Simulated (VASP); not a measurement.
Write the native input for VASP 6.6.1 that does the following.

| Quantity | Value |
| --- | --- |
| Task | relaxation of cell and atoms |
| Functional | r2SCAN |
| Potentials or basis | VASP PAW PBE potentials, release 64 (Sb) |
| Cutoff | 600 eV |
| k mesh | 4 × 4 × 4 |
| Occupations | gaussian, width 0.1 eV |
| Spin | no spin polarisation |
| Dipole correction | no |
| Further INCAR settings | ALGO = Normal; EDIFF = 1e-06; IBRION = 2; EDIFFG = -0.04; NSW = 90; ISIF = 3 |

The system is Sb.

```xyz
2
Lattice="0.0000 3.2448 3.2448 3.2448 0.0000 3.2448 3.2448 3.2448 0.0000" Properties=species:S:1:pos:R:3 pbc="T T T"
Sb    3.2448    3.2448    3.2448
Sb    4.8672    4.8672    4.8672
```

One way to write it, as run:

POSCAR

```
Sb
1.0
    0.0000000000      3.2448122108      3.2448122108
    3.2448122108      0.0000000000      3.2448122108
    3.2448122108      3.2448122108      0.0000000000
Sb
2
Direct
    0.5000000000      0.5000000000      0.5000000000
    0.7500000000      0.7500000000      0.7500000000
```

INCAR.step1

```
SYSTEM = Sb
PREC = Accurate ; ENCUT = 600
ISMEAR = 0 ; SIGMA = 0.1
LREAL = .False. ; LASPH = .True.
NELM = 80 ; GGA = PE
ALGO = Normal ; EDIFF = 1E-4
LWAVE = .True. ; LCHARG = .False.
```

INCAR.step2

```
SYSTEM = Sb
PREC = Accurate ; ENCUT = 600
EDIFF = 1E-6 ; ISMEAR = 0
SIGMA = 0.1 ; LREAL = .False.
LASPH = .True. ; NELM = 80
ALGO = Normal ; ISIF = 3
LWAVE = .False. ; LCHARG = .False.
METAGGA = R2SCAN ; LMIXTAU = .True.
IBRION = 2 ; NSW = 90
EDIFFG = -0.04 ; ISTART = 1
```

KPOINTS

```
regular mesh
0
Gamma
  4 4 4
  0 0 0
```

Potentials or basis: VASP PAW PBE potentials, release 64 (Sb).

The run is started by

```sh
$ cat potpaw_PBE.64/Sb/POTCAR > POTCAR
$ cp INCAR.step1 INCAR
$ mpirun -np 1 vasp_std > vasp.out
$ cp INCAR.step2 INCAR
$ mpirun -np 1 vasp_std > vasp.out
```

It gave:

```
Relaxed volume                         : 40.98 Å³/atom
Relaxed cell                           : a = 4.876 Å, b = 4.876 Å, c = 4.876 Å, α = 60.00°, β = 60.00°, γ = 60.00°
Space group after relaxing (to 0.05 Å) : Fd-3m (No. 227)
Energy gained by relaxing              : 148.6 meV/atom
Ionic steps                            : 4
Pressure after relaxing                : 0.0 GPa
Band gap on the k mesh                 : zero (band 5 reaches 5.06 eV, above the bottom of band 6 at 3.67 eV)
```

Caveat: the k points lie up to 0.39 Å⁻¹ apart in the final cell; the volume moved by over 15 % at a fixed basis, so the end points are rough; the PAW data sets were made with another functional, which shifts forces and pressure a little; spin-orbit coupling is left out, which moves the levels of the heavy elements.

Run time: 78 s on 1 thread of Intel(R) Xeon(R) 6975P-C (Granite Rapids), on a shared host, peak memory 0.25 GiB.
